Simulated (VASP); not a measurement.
Input of a VASP 6.6.1 run:

Contents of INCAR:

```
  ALGO = Normal
  EDIFF = 1E-6
  ENCUT = 520
  GGA = PS
  ISIF = 2
  ISMEAR = -1
  LASPH = True
  LCHARG = True
  LELF = True
  LREAL = False
  LVHAR = True
  LWAVE = False
  NBANDS = 7
  NELM = 60
  PREC = Accurate
  SIGMA = 0.03
```

KPOINTS

```
k-points
0
Gamma
  23 23 23
```

Contents of POSCAR:

```
Be
1.0
   -1.2656521608      1.2531209513      1.2531209513
    1.2531209513     -1.2656521608      1.2531209513
    1.2531209513      1.2531209513     -1.2656521608
Be
1
Direct
    0.0000000000      0.0000000000      0.0000000000
```

Potentials or basis: VASP PAW PBE potentials, release 64 (Be).

Launch:

```sh
$ cat potpaw_PBE.64/Be/POTCAR > POTCAR
$ mpirun -np 1 vasp_std > vasp.out
```

(1) Estimate the pressure.

(2) Predict the band gap on the k mesh.

Results:

(1) -1.6 GPa.

(2) zero (bands 1 and 2 overlap by 4.94 eV).

Caveat: the cell differs from its parent crystal (equal xy, yz and zx shear strains of -1 %); the PAW data sets were made with another functional, which shifts forces and pressure a little.
